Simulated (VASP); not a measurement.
A run of VASP 6.6.1 is set up as follows.

File INCAR:

```
ALGO     = Normal         # electronic algorithm
EDIFF    = 1E-7           # SCF threshold, eV
EDIFFG   = -0.01          # ionic threshold
ENCUT    = 600            # plane-wave cutoff, eV
GGA      = PE             # functional
IBRION   = 2              # ionic algorithm
ISIF     = 3              # what is computed and relaxed
ISMEAR   = 0              # smearing method
LASPH    = True           # aspherical terms in the spheres
LCHARG   = False          # write CHGCAR
LREAL    = False          # projectors in reciprocal space
LWAVE    = False          # write WAVECAR
NELM     = 100            # most SCF steps
NSW      = 100            # ionic steps
PREC     = Accurate       # precision mode
SIGMA    = 0.1            # smearing width, eV
```

The input KPOINTS:

```
k-points
0
Gamma
  15 15 8
```

Contents of POSCAR:

```
TiBH
1.0
    3.0532390416      0.0000000000      0.0000000000
   -1.5266195208      2.6441825739      0.0000000000
    0.0000000000      0.0000000000      5.8150311112
Ti B H
2 2 2
Direct
    0.0000000000      0.0000000000      0.7356401516
    0.0000000000      0.0000000000      0.2643598484
    0.3333333333      0.6666666667      0.0000000000
    0.6666666667      0.3333333333      0.0000000000
    0.3333333333      0.6666666667      0.5000000000
    0.6666666667      0.3333333333      0.5000000000
```

Potentials or basis: VASP PAW PBE potentials, release 64 (Ti_sv, B, H).

Launch:

```console
$ cat potpaw_PBE.64/Ti_sv/POTCAR potpaw_PBE.64/B/POTCAR potpaw_PBE.64/H/POTCAR > POTCAR
$ mpirun -np 1 vasp_std > vasp.out
```

Estimate the band gap on the k mesh.

zero (bands 16 and 17 overlap by 0.44 eV).

Predict the relaxed volume.

7.83 Å³/atom.

Estimate the space group after relaxing (to 0.1 Å).

P6/mmm (No. 191).

Final structure:
```cif
data_structure
_symmetry_space_group_name_H-M 'P 1'
_symmetry_Int_Tables_number 1
_cell_length_a 3.0531
_cell_length_b 3.0531
_cell_length_c 5.8187
_cell_angle_alpha 90.000
_cell_angle_beta 90.000
_cell_angle_gamma 120.000
_cell_volume 46.97
loop_
_atom_site_label
_atom_site_type_symbol
_atom_site_fract_x
_atom_site_fract_y
_atom_site_fract_z
_atom_site_occupancy
Ti1 Ti 0.00000 0.00000 0.73553 1
Ti2 Ti 0.00000 0.00000 0.26447 1
B1 B 0.33333 0.66667 0.00000 1
B2 B 0.66667 0.33333 0.00000 1
H1 H 0.33333 0.66667 0.50000 1
H2 H 0.66667 0.33333 0.50000 1
```
